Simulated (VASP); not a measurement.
A run of VASP 6.6.1 is set up as follows.

Contents of INCAR:

```
PREC = Accurate ; ENCUT = 520
EDIFF = 1E-7 ; ISMEAR = 0
SIGMA = 0.15 ; LREAL = F
LASPH = T ; NELM = 150
ALGO = Normal ; ISIF = 2
LWAVE = F ; LCHARG = F
ISPIN = 2 ; MAGMOM = 0.4 0.4
LORBIT = 11 ; NUPDOWN = 0.8
LMAXMIX = 4 ; GGA = PS
NBANDS = 20
```

The input KPOINTS:

```
Automatic mesh
0
Gamma
  21 21 12
```

The input POSCAR:

```
Ir
1.0
    2.6053845842      0.0000000000      0.0000000000
   -1.3026922921      2.2563292365      0.0000000000
    0.0000000000      0.0000000000      4.2241311110
Ir
2
Direct
    0.6666666667      0.3333333333      0.7500000000
    0.3333333333      0.6666666667      0.2500000000
```

Potentials or basis: VASP PAW PBE potentials, release 64 (Ir).

Launch:

```sh
$ cat potpaw_PBE.64/Ir/POTCAR > POTCAR
$ mpirun -np 1 vasp_std > vasp.out
```

(1) Estimate the pressure.

## Answers

(1) 72.1 GPa.

Caveat: the PAW data sets were made with another functional, which shifts forces and pressure a little; the total moment is fixed, so each spin has its own Fermi level.
